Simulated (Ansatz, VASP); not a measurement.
## Two plane-wave programs on Al2P3

```
Al P
1.0
     3.42049    0.00000    0.00000
     0.00000    6.40029    0.00000
     0.00000    0.00000    7.89329
Al P
4 6
Direct
  0.00000 0.74215 0.19355
  0.00000 0.25785 0.19355
  0.50000 0.75785 0.80645
  0.50000 0.24215 0.80645
  0.00000 0.00000 0.41665
  0.50000 0.50000 0.31325
  0.00000 0.00000 0.68675
  0.50000 0.50000 0.58335
  0.50000 0.00000 0.06181
  0.00000 0.50000 0.93819
```

Change from the starting cell: the structure that the rattled cell fell into.

Alike in both runs: task single point; functional PBE; k mesh 6 × 4 × 2; occupations gaussian, width 0.1 eV; no spin polarisation.

|  | VASP | Ansatz |
| --- | --- | --- |
| version | VASP 6.6.1 | Ansatz 0.2.0 |
| potentials or method | VASP PAW PBE potentials, release 64 (Al, P), cutoff 520 eV | scalar-relativistic, plane waves, PAW |
| valence electrons in the cell | 42 | 42 |

Ansatz gave:

| Property | Result |
| --- | --- |
| gap on the k mesh at the Fermi level (eV) | none |
| pressure (GPa) | 0.0 |
| traceless stress, the component that is largest in VASP (GPa) | 0.61 |
| rms of the force components (eV/Å) | 0.052 |

Task: Estimate VASP's values.

Result: gap on the k mesh at the Fermi level (eV): none; pressure (GPa): -0.2; traceless stress, the component that is largest in VASP (GPa): 0.49; rms of the force components (eV/Å): 0.068.

Atom by atom the forces differ by 0.017 eV/Å (rms over components). A gap of «none» marks a metal or a gap that the smearing closes. The functional is the same, so the differences come from potentials, cutoffs and numerics.

The k mesh is coarse, so the values compare programs but aren't converged.
